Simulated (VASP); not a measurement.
Input of a VASP 6.6.1 run:

The input INCAR:

```
ALGO = Normal ; EDIFF = 1E-6
ENCUT = 520 ; GGA = PE
ISIF = 2 ; ISMEAR = 0
LASPH = True ; LCHARG = False
LREAL = Auto ; LWAVE = False
NBANDS = 76 ; NELM = 60
PREC = Accurate ; SIGMA = 0.02
```

File KPOINTS:

```
k-points
0
Gamma
  2 2 1
```

The input POSCAR:

```
Zn6CO6F2
1.0
    5.8041020000      0.0000000000      0.0000000000
   -2.9020510000      5.4880210000      0.0000000000
    0.0000000000      0.0000000000     17.5870760000
Zn O C F
6 6 1 2
Direct
    0.3333333908      0.0000000000      0.0568599351
    0.3467152515      0.4794732017      0.0721716333
    0.9100573618      0.0493560429      0.1166816474
    0.8523528072      0.5134894710      0.1281919177
    0.4440822073      0.1325098792      0.2187716707
    0.4556103431      0.5781486623      0.2280819165
    0.1643335480      0.6659316719      0.0742751097
    0.1553369416      0.1701491303      0.0266901673
    0.6614437142      0.6998825260      0.1304913335
    0.6412947964      0.1594680487      0.1239342458
    0.3876584813      0.9456713085      0.3137188922
    0.2039281495      0.2524813589      0.1907504124
    0.4020413995      0.7540743740      0.3139147747
   -0.2592615657      0.4646336084      0.2523863546
    0.3699015333      0.6511130333      0.3831986056
```

Potentials or basis: VASP PAW PBE potentials, release 64 (Zn, O, C, F).

The run is started by

```console
$ cat potpaw_PBE.64/Zn/POTCAR potpaw_PBE.64/O/POTCAR potpaw_PBE.64/C/POTCAR potpaw_PBE.64/F/POTCAR > POTCAR
$ mpirun -np 1 vasp_std > vasp.out
```

(1) Predict the band gap on the k mesh.

(2) Predict the largest force.

Results:

(1) 1.80 eV.

(2) 0.383 eV/Å.

Caveat: the k points lie up to 0.61 Å⁻¹ apart.
